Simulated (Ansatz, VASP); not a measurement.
One calculation of SnO2, two programs

```xyz
6
Lattice="4.6413 0.0000 0.0000 0.0000 4.6413 0.0000 0.0000 0.0000 3.1215" Properties=species:S:1:pos:R:3 pbc="T T T"
Sn    2.3206    2.3206    1.5607
Sn    0.0000    0.0000    0.0000
O     3.7460    0.8953    1.5607
O     3.2159    3.2159    0.0000
O     0.8953    3.7460    1.5607
O     1.4253    1.4253    0.0000
```

Alike in both runs: task single point; functional r2SCAN; dispersion D4; k mesh 6 × 6 × 8; occupations fermi-dirac, width 0.05 eV; no spin polarisation.

|  | VASP | Ansatz |
| --- | --- | --- |
| version | VASP 6.6.1 | Ansatz 0.2.0 |
| potentials or method | VASP PAW PBE potentials, release 64 (Sn_d, O) | Ansatz PAW |
| plane-wave cutoff (eV) | 520 | 500 |
| valence electrons in the cell | 52 | 52 |

|  | VASP | Ansatz | Ansatz less VASP |
| --- | --- | --- | --- |
| gap on the k mesh at the Fermi level (eV) | 2.77 | 2.74 | -0.036 |
| least direct gap on the mesh (eV) | 2.77 | 2.74 | -0.036 |
| pressure (GPa) | 19.9 | 18.4 | -1.54 |
| traceless stress, the component that is largest in VASP (GPa) | 4.62 | 4.08 | -0.538 |
| rms of the force components (eV/Å) | 0.269 | 0.249 | -0.0202 |

VASP's potentials were made for PBE, not for r2SCAN. Atom by atom the forces differ by 0.020 eV/Å (rms over components).
